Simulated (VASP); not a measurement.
# HfSi (Pnma) in VASP: a series of runs

Runs on HfSi. Level: r2SCAN. Tasks: single point.

Program: VASP 6.6.1. These are calculated values, not measurements. Logs are shortened: lines on timing, memory, paths and dates and some standing lists are left out, and cuts for length are marked.

## 1. The cell of the first run

The structure is orthorhombic, space group Pnma (No. 62). The conventional cell has a = 6.866 Å, b = 3.772 Å, c = 5.228 Å, α = 90.00°, β = 90.00°, γ = 90.00°. Within 3.6 Å of Hf (site symmetry m) lie 7 Si at 2.70 to 2.88 Å and 6 Hf at 3.33 to 3.38 Å. Si (site symmetry m) has 2 Si at 2.45 Å and 7 Hf at 2.70 to 2.88 Å within 3.2 Å.

## 2. Single point, r2SCAN

File POSCAR:

```
HfSi
1.0
    6.8658974600      0.0000000000      0.0000000000
    0.0000000000      3.7718146900      0.0000000000
    0.0000000000      0.0000000000      5.2282860000
Hf Si
4 4
Direct
    0.1753913038      0.2500000000      0.1257438632
    0.3246086962      0.7500000000      0.6257438632
    0.6753913038      0.2500000000      0.3742561368
    0.8246086962      0.7500000000      0.8742561368
    0.0429359767      0.2500000000      0.6388313261
    0.4570640233      0.7500000000      0.1388313261
    0.5429359767      0.2500000000      0.8611686739
    0.9570640233      0.7500000000      0.3611686739
```

File INCAR.step1:

```
SYSTEM = HfSi
  PREC = Accurate
  ENCUT = 520
  ISMEAR = -1
  SIGMA = 0.1
  LREAL = .FALSE.
  LASPH = .TRUE.
  NELM = 60
  NBANDS = 38
  GGA = PE
  ALGO = Normal
  EDIFF = 1E-4
  LWAVE = .TRUE.
  LCHARG = .FALSE.
```

File INCAR.step2:

```
SYSTEM = HfSi
  PREC = Accurate
  ENCUT = 520
  EDIFF = 1E-6
  ISMEAR = -1
  SIGMA = 0.1
  LREAL = .FALSE.
  LASPH = .TRUE.
  NELM = 60
  ALGO = Normal
  ISIF = 2
  LWAVE = .FALSE.
  LCHARG = .FALSE.
  METAGGA = R2SCAN
  LMIXTAU = .TRUE.
  NBANDS = 38
  ISTART = 1
```

File KPOINTS:

```
regular mesh
0
G
  5 9 7
  0 0 0
```

Potentials or basis: VASP PAW PBE potentials, release 64 (Hf_pv, Si).

On the command line:

```sh
cat potpaw_PBE.64/Hf_pv/POTCAR potpaw_PBE.64/Si/POTCAR > POTCAR
cp INCAR.step1 INCAR
mpirun -np 1 vasp_std > vasp.out
cp INCAR.step2 INCAR
mpirun -np 1 vasp_std > vasp.out
```

OUTCAR:

```text
SYSTEM = HfSi
   PREC = Accurate
   ENCUT = 520
   EDIFF = 1E-6
   ISMEAR = -1
   LREAL = .FALSE.
   LASPH = .TRUE.
   NELM = 60
   ISIF = 2
   METAGGA = R2SCAN
   ISTART = 1

 ion  position               nearest neighbor table
   1  0.175  0.250  0.126-   6 2.70   6 2.70   5 2.70   8 2.71   8 2.71   5 2.83   7 2.88   4 3.33
                             4 3.33   2 3.38   2 3.38   2 3.38   2 3.38   3 3.67   3 3.67
   2  0.325  0.750  0.626-   5 2.70   5 2.70   6 2.70   7 2.71   7 2.71   6 2.83   8 2.88   3 3.33
                             3 3.33   1 3.38   1 3.38   1 3.38   1 3.38   4 3.67   4 3.67
   3  0.675  0.250  0.374-   8 2.70   8 2.70   7 2.70   6 2.71   6 2.71   7 2.83   5 2.88   2 3.33
                             2 3.33   4 3.38   4 3.38   4 3.38   4 3.38   1 3.67   1 3.67
   4  0.825  0.750  0.874-   7 2.70   7 2.70   8 2.70   5 2.71   5 2.71   8 2.83   6 2.88   1 3.33
                             1 3.33   3 3.38   3 3.38   3 3.38   3 3.38   2 3.67   2 3.67
   5  0.043  0.250  0.639-   8 2.45   8 2.45   2 2.70   2 2.70   1 2.70   4 2.71   4 2.71   1 2.83
                             3 2.88
   6  0.457  0.750  0.139-   7 2.45   7 2.45   1 2.70   1 2.70   2 2.70   3 2.71   3 2.71   2 2.83
                             4 2.88
   7  0.543  0.250  0.861-   6 2.45   6 2.45   4 2.70   4 2.70   3 2.70   2 2.71   2 2.71   3 2.83
                             1 2.88
   8  0.957  0.750  0.361-   5 2.45   5 2.45   3 2.70   3 2.70   4 2.70   1 2.71   1 2.71   4 2.83
                             2 2.88

  LATTYP: Found a simple orthorhombic cell.
 ALAT       =     3.7718146900
 B/A-ratio  =     1.3861460410
 C/A-ratio  =     1.8203167505

  Lattice vectors:

 A1 = (   0.0000000000,   3.7718146900,   0.0000000000)
 A2 = (   0.0000000000,   0.0000000000,   5.2282860000)
 A3 = (   6.8658974600,   0.0000000000,   0.0000000000)

Analysis of symmetry for initial positions (statically):
=====================================================================
 Subroutine PRICEL returns:
 Original cell was already a primitive cell.

 Routine SETGRP: Setting up the symmetry group for a
 simple orthorhombic supercell.

 Subroutine GETGRP returns: Found  8 space group operations
 (whereof  2 operations were pure point group operations)
 out of a pool of  8 trial point group operations.

The static configuration has the point symmetry S_2 .
 The point group associated with its full space group is D_2h.

Analysis of symmetry for dynamics (positions and initial velocities):
=====================================================================
 Subroutine PRICEL returns:
 Original cell was already a primitive cell.

 Routine SETGRP: Setting up the symmetry group for a
 simple orthorhombic supercell.

 Subroutine GETGRP returns: Found  8 space group operations
 (whereof  2 operations were pure point group operations)
 out of a pool of  8 trial point group operations.

The dynamic configuration has the point symmetry S_2 .
 The point group associated with its full space group is D_2h.

 Subroutine INISYM returns: Found  8 space group operations
 (whereof  2 operations are pure point group operations),
 and found     1 'primitive' translations

----------------------------------------------------------------------------------------

                                     Primitive cell

  volume of cell :     135.3964

  direct lattice vectors                    reciprocal lattice vectors
     6.865897460  0.000000000  0.000000000     0.145647383  0.000000000  0.000000000
     0.000000000  3.771814690  0.000000000     0.000000000  0.265124372  0.000000000
     0.000000000  0.000000000  5.228286000     0.000000000  0.000000000  0.191267272

  length of vectors
     6.865897460  3.771814690  5.228286000     0.145647383  0.265124372  0.191267272

  position of ions in fractional coordinates (direct lattice)
     0.175391304  0.250000000  0.125743863
     0.324608696  0.750000000  0.625743863
     0.675391304  0.250000000  0.374256137
     0.824608696  0.750000000  0.874256137
     0.042935977  0.250000000  0.638831326
     0.457064023  0.750000000  0.138831326
     0.542935977  0.250000000  0.861168674
     0.957064023  0.750000000  0.361168674

  ion indices of the primitive-cell ions
   primitive index   ion index
                 1           1
                 2           2
                 3           3
                 4           4
                 5           5
                 6           6
                 7           7
                 8           8

----------------------------------------------------------------------------------------

 KPOINTS: regular mesh

Automatic generation of k-mesh.
 Grid dimensions read from file:
 generate k-points for:    5    9    7

 Generating k-lattice:

  Cartesian coordinates                     Fractional coordinates (reciprocal lattice)
     0.029129477  0.000000000  0.000000000     0.200000000  0.000000000  0.000000000
     0.000000000  0.029458264  0.000000000     0.000000000  0.111111111  0.000000000
     0.000000000  0.000000000  0.027323896     0.000000000  0.000000000  0.142857143

  Length of vectors
     0.029129477  0.029458264  0.027323896

  Shift w.r.t. Gamma in fractional coordinates (k-lattice)
     0.000000000  0.000000000  0.000000000

 Subroutine IBZKPT returns following result:
 ===========================================

 Found     60 irreducible k-points:

 Following reciprocal coordinates:
            Coordinates               Weight
  0.000000  0.000000  0.000000      1.000000
  0.200000  0.000000  0.000000      2.000000
  0.400000  0.000000  0.000000      2.000000
  0.000000  0.111111  0.000000      2.000000
  0.200000  0.111111  0.000000      4.000000
  0.400000  0.111111  0.000000      4.000000
[... 16 lines left out ...]
  0.200000  0.222222  0.142857      8.000000
  0.400000  0.222222  0.142857      8.000000
 [... further k-points ...]
   k-points           NKPTS =     60   k-points in BZ     NKDIM =     60   number of bands    NBANDS=     38
   number of dos      NEDOS =    301   number of ions     NIONS =      8
   total plane-waves  NPLWV =  60480
   dimension x,y,z NGX =    54 NGY =   28 NGZ =   40
   dimension x,y,z NGXF=   108 NGYF=   56 NGZF=   80
   ions per type =               4   4
   NGX,Y,Z   is equivalent  to a cutoff of  13.08, 12.34, 12.72 a.u.
   NGXF,Y,Z  is equivalent  to a cutoff of  26.15, 24.68, 25.44 a.u.
 SYSTEM =  HfSi
   PREC   = accura    normal or accurate (medium, high low for compatibility)
   ISTART =      1    job   : 0-new  1-cont  2-samecut
   ICHARG =      0    charge: 1-file 2-atom 10-const
   ISPIN  =      1    spin polarized calculation?
   LNONCOLLINEAR =      F non collinear calculations
   LSORBIT =      F    spin-orbit coupling
   LASPH  =      T    aspherical Exc in radial PAW
   ENCUT  =  520.0 eV  38.22 Ry    6.18 a.u.  12.77  7.01  9.72*2*pi/ulx,y,z
   NELM   =     60;   NELMIN=  2; NELMDL=  0     # of ELM steps
   EDIFF  = 0.1E-05   stopping-criterion for ELM
   LREAL  =      F    real-space projection
   EDIFFG = 0.1E-04   stopping-criterion for IOM
   NSW    =      0    number of steps for IOM
   IBRION =     -1    ionic relax: 0-MD 1-quasi-New 2-CG
   NFREE  =      0    steps in history (QN), initial steepest desc. (CG)
   ISIF   =      2    stress and relaxation
   ISYM   =      2    0-nonsym 1-usesym 2-fastsym
   POTIM  = 0.5000    time-step for ionic-motion
   TEBEG  =    0.0;   TEEND  =   0.0 temperature during run
   PSTRESS=    0.0 pullay stress
   NELECT =      56.0000    total number of electrons
   NUPDOWN=      -1.0000    fix difference up-down
   EMIN   =  10.00;   EMAX   =-10.00  energy-range for DOS
   EFERMI =   0.00;   METHOD = LEGACY
   ISMEAR =    -1;   SIGMA  =   0.10  broadening in eV -4-tet -1-fermi 0-gaus
   EFERMI_NEDOS =   21; number of points for ismear=-14 and -15
   IALGO  =     38    algorithm
   IMIX   =      4    mixing-type and parameters
     AMIX     =   0.40;   BMIX     =  1.00
     AMIX_MAG =   1.60;   BMIX_MAG =  1.00
  volume/ion in A,a.u.               =      16.92       114.21
  Fermi-wavevector in a.u.,A,eV,Ry     =   1.219743  2.304981 20.242397  1.487774
  Thomas-Fermi vector in A             =   2.354985
   LORBIT       =      0    0 simple, 1 ext, 2 COOP (PROOUT), +10 PAW based schemes
   METAGGA = R2SCAN    functional components
   LHFCALC =     F    Hartree Fock is set to
   AEXX    =    0.0000 exact exchange contribution
   IVDW    =     0    specifies the selected vdW correction
   LEPSILON=     F    determine dielectric tensor
   LRPA    =     F    only Hartree local field effects (RPA)
 non-spin polarized calculation
  energy-cutoff  :      520.00
  volume of cell :      135.40
 maximum number of plane-waves:      3681
 NGX is ok and might be reduce to    54
   NGX = 25   NGY = 15   NGZ = 19

 number of electron      56.0000004 magnetization

 Free energy of the ion-electron system (eV)
  ---------------------------------------------------
  ext. energy  EPLUGINS =         0.00000000
  ---------------------------------------------------
  free energy    TOTEN  =      -222.57342269 eV

  energy without entropy =     -222.51345812  energy(sigma->0) =     -222.54344041

 E-fermi :   7.5656     XC(G=0): -12.4169

 val. band max:        7.5332051014   @ k =   0.0000   0.0000   0.2857
 cond. band min:       7.5663797028   @ k =   0.0000   0.2222   0.4286
 fundamental gap:      0.0331746014
 Fermi energy:         7.5655607254

 k-point     1 :       0.0000    0.0000    0.0000
  band No.  band energies     occupation
      1     -24.3422      2.00000
      2     -24.3405      2.00000
      3     -24.3027      2.00000
      4     -24.2277      2.00000
      5     -24.2168      2.00000
      6     -24.1985      2.00000
[... 30 lines left out ...]
     37      11.0213      0.00000
     38      11.4294      0.00000

 k-point     2 :       0.2000    0.0000    0.0000
  band No.  band energies     occupation
      1     -24.3451      2.00000
      2     -24.3375      2.00000
      3     -24.3052      2.00000
      4     -24.2221      2.00000
      5     -24.2086      2.00000
      6     -24.1918      2.00000
[... 30 lines left out ...]
     37      10.8756      0.00000
     38      10.8801      0.00000

 k-point     3 :       0.4000    0.0000    0.0000
  band No.  band energies     occupation
      1     -24.3490      2.00000
      2     -24.3454      2.00000
      3     -24.2784      2.00000
      4     -24.2384      2.00000
      5     -24.2062      2.00000
      6     -24.1829      2.00000
[... 30 lines left out ...]
     37      10.5650      0.00000
     38      10.7693      0.00000

 k-point     4 :       0.0000    0.1111    0.0000
  band No.  band energies     occupation
      1     -24.3378      2.00000
      2     -24.3343      2.00000
      3     -24.2982      2.00000
      4     -24.2323      2.00000
      5     -24.2257      2.00000
      6     -24.1939      2.00000
[... 30 lines left out ...]
     37      11.2044      0.00000
     38      11.3246      0.00000
[... 703 lines left out ...]
      4     -24.2629      2.00000
      5     -24.2158      2.00000
      6     -24.1915      2.00000
[... 30 lines left out ...]
     37      11.2383      0.00000
     38      11.6523      0.00000

 k-point    23 :       0.2000    0.2222    0.1429
  band No.  band energies     occupation
      1     -24.3319      2.00000
      2     -24.3058      2.00000
      3     -24.3032      2.00000
      4     -24.2412      2.00000
      5     -24.2250      2.00000
      6     -24.1896      2.00000
[... 30 lines left out ...]
     37      11.1632      0.00000
     38      11.4957      0.00000

 k-point    24 :       0.4000    0.2222    0.1429
  band No.  band energies     occupation
      1     -24.3224      2.00000
      2     -24.3152      2.00000
      3     -24.2863      2.00000
      4     -24.2512      2.00000
      5     -24.2051      2.00000
      6     -24.1905      2.00000
[... 30 lines left out ...]
     37      11.2654      0.00000
     38      11.5030      0.00000

 [... further k-points ...]
[... 5 lines left out ...]
  --------------------------------------------------------------------------------------
  -------------------------------------------------------------------------------------
  Total       -0.2412239     -0.2218161     -0.4269522      0.0000000      0.0000000      0.0000000
  in kB       -2.8544597     -2.6248028     -5.0522268      0.0000000      0.0000000      0.0000000
  external PRESSURE =      -3.5104964 kB  Pullay stress =       0.0000000 kB

 VOLUME and BASIS-vectors are now :
 -----------------------------------------------------------------------------
  energy-cutoff  :      520.00
  volume of cell :      135.40
      direct lattice vectors                 reciprocal lattice vectors
     6.865897460  0.000000000  0.000000000     0.145647383  0.000000000  0.000000000
     0.000000000  3.771814690  0.000000000     0.000000000  0.265124372  0.000000000
     0.000000000  0.000000000  5.228286000     0.000000000  0.000000000  0.191267272

 POSITION                                       TOTAL-FORCE (eV/Angst)
 -----------------------------------------------------------------------------------
      1.20422      0.94295      0.65742         0.001616     -0.000000     -0.005650
      2.22873      2.82886      3.27157        -0.001616      0.000000     -0.005650
      4.63717      0.94295      1.95672         0.001616      0.000000      0.005650
      5.66168      2.82886      4.57086        -0.001616      0.000000      0.005650
      0.29479      0.94295      3.33999         0.000991     -0.000000      0.002027
      3.13815      2.82886      0.72585        -0.000991      0.000000      0.002027
      3.72774      0.94295      4.50244         0.000991      0.000000     -0.002027
      6.57110      2.82886      1.88829        -0.000991      0.000000     -0.002027
 -----------------------------------------------------------------------------------
    total drift:                                0.000000      0.000000      0.000000

  FREE ENERGIE OF THE ION-ELECTRON SYSTEM (eV)
  ---------------------------------------------------
  free  energy   TOTEN  =      -222.5734226878 eV

  energy  without entropy=     -222.5134581247  energy(sigma->0) =     -222.54344041
```

Wall time 14 min (1 thread of Intel Xeon 6975P-C, shared host); peak memory 0.41 GiB.

What came out:

```
Free energy            : -222.5734 eV
Pressure               : -0.4 GPa
Largest force          : 0.006 eV/Å
Band gap on the k mesh : zero (band 28 reaches 7.73 eV, above the bottom of band 29 at 7.40 eV)
```

Forces in eV/Å, atoms in the order of the input:
```
Hf   0.002  0.000 -0.006
Hf  -0.002  0.000 -0.006
Hf   0.002  0.000  0.006
Hf  -0.002  0.000  0.006
Si   0.001  0.000  0.002
Si  -0.001  0.000  0.002
Si   0.001  0.000 -0.002
Si  -0.001  0.000 -0.002
```

Stress tensor (GPa, compression positive):
```
-0.29  0.00  0.00
 0.00 -0.26  0.00
 0.00  0.00 -0.51
```

Caveat: the PAW data sets were made with another functional, which shifts forces and pressure a little; spin-orbit coupling is left out, which moves the levels of the heavy elements.

(Continued in part 2 of 2.)
